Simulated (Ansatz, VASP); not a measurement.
One calculation of SiGeO4, two programs

```
CELL_PARAMETERS angstrom
9.31154 0.00000 0.00000
0.00000 9.31154 0.00000
0.00000 0.00000 5.46610
ATOMIC_POSITIONS crystal
Si 0.67861 0.67861 0.00000
Si 0.17861 0.82139 0.50000
Si 0.82139 0.17861 0.50000
Si 0.32139 0.32139 0.00000
Ge 0.82492 0.82492 0.50000
Ge 0.17508 0.17508 0.50000
Ge 0.67508 0.32492 0.00000
Ge 0.32492 0.67508 0.00000
O 0.74901 0.74901 0.75831
O 0.25099 0.25099 0.24169
O 0.74901 0.74901 0.24169
O 0.25099 0.25099 0.75831
O 0.71324 0.50765 0.00000
O 0.50765 0.71324 0.00000
O 0.00765 0.78676 0.50000
O 0.49235 0.28676 0.00000
O 0.78676 0.00765 0.50000
O 0.28676 0.49235 0.00000
O 0.21324 0.99235 0.50000
O 0.24901 0.75099 0.25831
O 0.24901 0.75099 0.74169
O 0.99235 0.21324 0.50000
O 0.75099 0.24901 0.25831
O 0.75099 0.24901 0.74169
```

Alike in both runs: functional PBE; k mesh 2 × 2 × 4; occupations gaussian, width 0.1 eV; no spin polarisation.

Ansatz relaxed the structure, and its values are those at the end. VASP's run is a single point on that final structure, the one shown.

```csv
,VASP,Ansatz
version,VASP 6.6.1,Ansatz 0.2.0
potentials or method,"VASP PAW PBE potentials, release 64 (Si, Ge_d, O), cutoff 520 eV","scalar-relativistic, plane waves, PAW"
valence electrons in the cell,168,168
```

```tsv
	VASP	Ansatz	Ansatz less VASP
gap on the k mesh at the Fermi level (eV)	4.04	4.05	+0.007
least direct gap on the mesh (eV)	4.04	4.05	+0.007
pressure (GPa)	-0.1	0.1	+0.24
rms of the force components (eV/Å)	0.048	0.004	-0.0438
```

With one functional, cell and mesh, what is left measures potentials, basis and numerics.
